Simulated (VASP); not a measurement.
Crystal: GeCN2.

```
CELL_PARAMETERS angstrom
1.79379 1.03565 4.92196
-1.79379 1.03565 4.92196
0.00000 -2.07129 4.92196
ATOMIC_POSITIONS crystal
Ge 0.00000 0.00000 0.00000
N 0.58390 0.58390 0.58390
N 0.41610 0.41610 0.41610
C 0.50000 0.50000 0.50000
```

Base run:

| Property | Result |
| --- | --- |
| Program | VASP 6.6.1 |
| Functional | r2SCAN |
| Potentials or basis | VASP PAW PBE potentials, release 64 (Ge_d, N, C) |
| Cutoff | 520 eV |
| k mesh | 8 × 8 × 8 |
| Occupations | gaussian, width 0.01 eV |
| Spin | no spin polarisation |

Its results: band gap on the k mesh 1.13 eV, indirect (least direct gap 2.15 eV); pressure -3.0 GPa; largest force 0.290 eV/Å.

Task: The run is repeated on the same cell with these changes: functional from r2SCAN to PBEsol. What comes out?

Result: Band gap on the k mesh 0.93 eV, indirect (least direct gap 1.85 eV); pressure -3.1 GPa; largest force 0.189 eV/Å.

r2SCAN gives the wider gap, since meta-GGAs in the generalised Kohn-Sham scheme recover part of the derivative discontinuity.

Caveats: the PAW data sets were made with another functional, which shifts forces and pressure a little.

A k mesh can miss the band edges.
